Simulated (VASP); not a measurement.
A run of VASP 6.6.1 is set up as follows.

The input POSCAR:

```
Be2C
1.0
    0.0000000000      2.1604856385      2.1496832103
    2.1604856385      0.0000000000      2.1496832103
    2.1604856385      2.1604856385      0.0000000000
C Be
1 2
Direct
    0.0000000000      0.0000000000      0.0000000000
    0.2500000000      0.2500000000      0.2500000000
    0.7500000000      0.7500000000      0.7500000000
```

The input INCAR.step1:

```
SYSTEM = Be2C
PREC = Accurate
ENCUT = 520
EDIFF = 1E-5
ISMEAR = 0
SIGMA = 0.01
LREAL = .FALSE.
LASPH = .TRUE.
NELM = 120
ALGO = Normal
ISIF = 2
LWAVE = .TRUE.
LCHARG = .FALSE.
GGA = PE
NBANDS = 11
GGA_COMPAT = .FALSE.
```

File INCAR.step2:

```
SYSTEM = Be2C
PREC = Accurate
ENCUT = 520
EDIFF = 1E-6
ISMEAR = 0
SIGMA = 0.01
LREAL = .FALSE.
LASPH = .TRUE.
NELM = 120
ALGO = Normal
ISIF = 2
LWAVE = .FALSE.
LCHARG = .FALSE.
GGA = PE
LHFCALC = .TRUE.
HFSCREEN = 0.2079
PRECFOCK = Normal
ISTART = 1
NBANDS = 11
GGA_COMPAT = .FALSE.
```

Contents of KPOINTS:

```
regular mesh
0
G
  8 8 8
  0 0 0
```

Potentials or basis: VASP PAW PBE potentials, release 64 (C, Be).

Launch:

```console
$ cat potpaw_PBE.64/C/POTCAR potpaw_PBE.64/Be/POTCAR > POTCAR
$ cp INCAR.step1 INCAR
$ mpirun -np 1 vasp_std > vasp.out
$ cp INCAR.step2 INCAR
$ mpirun -np 1 vasp_std > vasp.out
```

(1) What does it give for the band gap on the k mesh?

(2) What does it give for the pressure?

Answers

(1) 1.83 eV (least direct gap 5.06 eV).

(2) -0.9 GPa.

Caveat: the cell differs from its parent crystal (uniaxial z strain -0.5%); the structure was generated, so it needn't be the stable form of Be2C; the PAW data sets were made with another functional, which shifts forces and pressure a little.
